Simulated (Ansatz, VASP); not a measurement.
## PbSe: VASP beside Ansatz

```
Pb Se
1.0
    -0.08434    3.23578    3.06709
     3.23578   -0.08434    3.06709
     3.15143    3.15143    0.00000
Pb Se
1 1
Cartesian
  0.0000 0.0000 0.0000
  3.1514 3.1514 3.0671
```

Change from the starting cell: engineering shear strain xy -0.0550, equal normal strain along x and y +0.0550.

Alike in both runs: task single point; functional PBE; dispersion D3(BJ); k mesh 10 × 10 × 10; occupations gaussian, width 0.03 eV; no spin polarisation.

|  | VASP | Ansatz |
| --- | --- | --- |
| version | VASP 6.6.1 | Ansatz 0.2.0 |
| potentials or method | VASP PAW PBE potentials, release 64 (Pb_d, Se), cutoff 520 eV | scalar-relativistic, plane waves, PAW |
| valence electrons in the cell | 20 | 30 |

Ansatz gave:

- gap on the k mesh at the Fermi level (eV): 0.35
- least direct gap on the mesh (eV): 0.45
- pressure (GPa): -1.9
- traceless stress, the component that is largest in VASP (GPa): 2.85

Q: Estimate VASP's values.

A: gap on the k mesh at the Fermi level (eV): 0.35; least direct gap on the mesh (eV): 0.46; pressure (GPa): -1.9; traceless stress, the component that is largest in VASP (GPa): 2.86.

VASP's potentials hold 20 valence electrons a cell and Ansatz's 30, so a difference there can come from the potentials and not from the codes. Ansatz's warnings: dispersion switch in reach.

Neither program's run includes spin-orbit coupling.
